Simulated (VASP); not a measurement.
Write the native input for VASP 6.6.1 that does the following.

```
Task                   : single point
Functional             : PBE
Dispersion             : D3(BJ)
Potentials or basis    : VASP PAW PBE potentials, release 64 (Hg)
Cutoff                 : 520 eV
k mesh                 : 9 × 9 × 14
Occupations            : gaussian, width 0.1 eV
Spin                   : no spin polarisation
Dipole correction      : no
Further INCAR settings : ALGO = Fast; EDIFF = 1e-07; NBANDS = 25
```

The structure of Hg lies in POSCAR:

```
Hg
1.0
    5.4801035365      0.0000000000      0.0000000000
   -2.7400517682      4.7459088780      0.0000000000
    0.0000000000      0.0000000000      3.2615079549
Hg
3
Direct
    0.3333333333      0.6666666667      0.5000000000
    0.0000000000      0.0000000000      0.0000000000
    0.6666666667      0.3333333333      0.5000000000
```

These files were run (other wordings do the same):

INCAR

```
SYSTEM = Hg
ALGO = Fast
EDIFF = 1E-7
ENCUT = 520
GGA = PE
ISIF = 2
ISMEAR = 0
IVDW = 12
LASPH = .TRUE.
LCHARG = .TRUE.
LELF = .TRUE.
LREAL = .FALSE.
LVHAR = .TRUE.
LWAVE = .FALSE.
NBANDS = 25
NELM = 100
PREC = Accurate
SIGMA = 0.1
```

KPOINTS

```
k-points
0
G
  9 9 14
  0 0 0
```

Potentials or basis: VASP PAW PBE potentials, release 64 (Hg).

The run is started by

```sh
$ cat potpaw_PBE.64/Hg/POTCAR > POTCAR
$ mpirun -np 1 vasp_std > vasp.out
```

It gave:

- Pressure: -1.4 GPa
- Band gap on the k mesh: zero (bands 18 and 19 overlap by 2.58 eV)
- Dispersion energy per atom: -0.372 eV

Caveat: spin-orbit coupling is left out, which moves the levels of the heavy elements.

Run time: 2.9 min on 1 thread of Intel(R) Xeon(R) Platinum 8259CL CPU @ 2.50GHz (Skylake/Cascade Lake) (shared host), peak memory 0.31 GiB.
